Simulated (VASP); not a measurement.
Set up this calculation in VASP 6.6.1, as the native input.

```
Task                   : single point
Functional             : PBEsol
Potentials or basis    : VASP PAW PBE potentials, release 64 (Ge_d)
Cutoff                 : 500 eV
k mesh                 : 9 × 9 × 9
Occupations            : fermi-dirac, width 0.05 eV
Spin                   : no spin polarisation
Dipole correction      : no
Further INCAR settings : ALGO = Normal; EDIFF = 1e-06; NBANDS = 21
```

The structure of Ge lies in POSCAR:

```
Ge
1.0
   -2.4826436850      2.6383835100      1.4369470000
    2.4826436850     -2.6383835100      1.4369470000
    2.5091523150      2.6633424900     -1.4369470000
Ge
2
Direct
    0.3140570000      0.0640570000      0.2500000000
    0.6859430000      0.9359430000      0.7500000000
```

One way to write it, as run:

INCAR

```
PREC = Accurate
ENCUT = 500
EDIFF = 1E-6
ISMEAR = -1
SIGMA = 0.05
LREAL = F
LASPH = T
NELM = 120
ALGO = Normal
ISIF = 2
LWAVE = F
LCHARG = F
GGA = PS
NBANDS = 21
GGA_COMPAT = F
```

KPOINTS

```
Automatic mesh
0
Gamma
  9 9 9
```

Potentials or basis: VASP PAW PBE potentials, release 64 (Ge_d).

The run is started by

```sh
$ cat potpaw_PBE.64/Ge_d/POTCAR > POTCAR
$ mpirun -np 1 vasp_std > vasp.out
```

It gave:

- Pressure: -2.6 GPa
- Largest force: 0.041 eV/Å
- Band gap on the k mesh: zero (band 14 reaches 8.33 eV, above the bottom of band 15 at 2.94 eV)

Caveat: the PAW data sets were made with another functional, which shifts forces and pressure a little.

Wall time 47 s on 1 thread of Intel(R) Xeon(R) 6975P-C (Granite Rapids), on a shared host, peak memory 0.25 GiB.
